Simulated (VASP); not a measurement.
A run of VASP 6.6.1 is set up as follows.

File INCAR:

```
SYSTEM = Ge
PREC     = Accurate       ! precision mode
ENCUT    = 520            ! plane-wave cutoff, eV
EDIFF    = 1E-6           ! SCF threshold, eV
ISMEAR   = -1             ! smearing method
SIGMA    = 0.02           ! smearing width, eV
LREAL    = .False.        ! projectors in reciprocal space
LASPH    = .True.         ! aspherical terms in the spheres
NELM     = 100            ! most SCF steps
ALGO     = Normal         ! electronic algorithm
ISIF     = 2              ! what is computed and relaxed
LWAVE    = .False.        ! write WAVECAR
LCHARG   = .False.        ! write CHGCAR
GGA      = PE             ! functional
NBANDS   = 21             ! bands
```

File KPOINTS:

```
Automatic mesh
0
Gamma
  5 5 5
  0 0 0
```

Contents of POSCAR:

```
Ge
1.0
    0.0000000000      2.8289100000      2.8289100000
    2.8289100000      0.0000000000      2.8289100000
    2.8289100000      2.8289100000      0.0000000000
Ge
2
Direct
    0.7479900000      0.7695300000      0.7320730000
    0.4973340000      0.5141810000      0.5015840000
```

Potentials or basis: VASP PAW PBE potentials, release 64 (Ge_d).

The run is started by

```bash
$ cat potpaw_PBE.64/Ge_d/POTCAR > POTCAR
$ mpirun -np 1 vasp_std > vasp.out
```

Problem. Predict the largest force.

Solution. 0.697 eV/Å.

Problem. What does it give for the band gap on the k mesh?

Solution. 0.06 eV, indirect (least direct gap 0.32 eV).

Problem. Estimate the pressure.

Solution. 4.0 GPa.

Forces in eV/Å, atoms in the order of the input:
```
Ge   0.404  0.560 -0.097
Ge  -0.404 -0.560  0.097
```

Caveat: the cell differs from its parent crystal (atoms moved at random). A k mesh can miss the band edges.
